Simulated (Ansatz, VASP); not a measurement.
# One calculation of TaAgC, two programs

```
Ta Ag C
1.0
     0.00044    3.00995    0.00128
    -0.00160   -0.00228    5.35347
     5.40412   -0.00087    0.00460
Ta Ag C
2 2 2
Cartesian
  1.3491 2.0052 3.3774
  4.0522 2.0047 1.9825
  1.3529 0.5043 0.5640
  4.0554 0.4988 -0.5591
  2.7002 0.4999 2.6793
  5.4023 0.4994 2.6815
```

Change from the starting cell: cell x2, atoms moved at random (sigma 0.05 Å) and cell strained at random (1.5 %), then relaxed without symmetry.

Alike in both runs: functional PBE; k mesh 8 × 4 × 4; occupations gaussian, width 0.2 eV; no spin polarisation.

Ansatz relaxed the structure, and its values are those at the end. VASP's run is a single point on that final structure, the one shown.

|  | VASP | Ansatz |
| --- | --- | --- |
| version | VASP 6.6.1 | Ansatz 0.2.0 |
| potentials or method | VASP PAW PBE potentials, release 64 (Ta_pv, Ag, C), cutoff 520 eV | scalar-relativistic, plane waves, PAW |
| valence electrons in the cell | 52 | 72 |

VASP gave:

| Quantity | Value |
| --- | --- |
| gap on the k mesh at the Fermi level (eV) | none |
| pressure (GPa) | 0.1 |
| rms of the force components (eV/Å) | 0.007 |

Q: What did Ansatz give for the same quantities?

A: gap on the k mesh at the Fermi level (eV): none; pressure (GPa): -0.1; rms of the force components (eV/Å): 0.002.

A gap of «none» marks a metal or a gap that the smearing closes. VASP's potentials hold 52 valence electrons a cell and Ansatz's 72, so a difference there can come from the potentials and not from the codes.

Spin-orbit coupling is off throughout.
